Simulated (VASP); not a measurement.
A run of VASP 6.6.1 is set up as follows.

Contents of POSCAR:

```
KBr
1.0
    0.0000000000      3.2196916193      3.3244293903
    3.2196916193      0.0000000000      3.3244293903
    3.2196916193      3.2196916193      0.0000000000
K Br
1 1
Direct
    0.0000000000      0.0000000000      0.0000000000
    0.5000000000      0.5000000000      0.5000000000
```

Contents of INCAR.step1:

```
SYSTEM = KBr
ALGO = Normal ; EDIFF = 1E-5
ENCUT = 520 ; GGA = PE
ISIF = 2 ; ISMEAR = 0
LASPH = .TRUE. ; LCHARG = .FALSE.
LREAL = .FALSE. ; LWAVE = .TRUE.
NBANDS = 15 ; NELM = 80
PREC = Accurate ; SIGMA = 0.01
```

INCAR.step2

```
SYSTEM = KBr
ALGO = Normal ; EDIFF = 1E-6
ENCUT = 520 ; GGA = PE
HFSCREEN = 0.2079 ; ISIF = 2
ISMEAR = 0 ; ISTART = 1
LASPH = .TRUE. ; LCHARG = .FALSE.
LHFCALC = .TRUE. ; LREAL = .FALSE.
LWAVE = .FALSE. ; NBANDS = 15
NELM = 80 ; PREC = Accurate
PRECFOCK = Normal ; SIGMA = 0.01
```

The input KPOINTS:

```
k-points
0
G
  4 4 4
  0 0 0
```

Potentials or basis: VASP PAW PBE potentials, release 64 (K_sv, Br).

Run with:

```bash
$ cat potpaw_PBE.64/K_sv/POTCAR potpaw_PBE.64/Br/POTCAR > POTCAR
$ cp INCAR.step1 INCAR
$ mpirun -np 1 vasp_std > vasp.out
$ cp INCAR.step2 INCAR
$ mpirun -np 1 vasp_std > vasp.out
```

**Question.** What does it give for the pressure?

**Answer.** 1.3 GPa.

**Question.** What does it give for the band gap on the k mesh?

**Answer.** 5.71 eV.

Stress tensor (GPa, compression positive):
```
1.72 0.00 0.00
0.00 1.72 0.00
0.00 0.00 0.49
```

Caveat: the cell differs from its parent crystal (epitaxial xy strain -2.5%); the PAW data sets were made with another functional, which shifts forces and pressure a little.
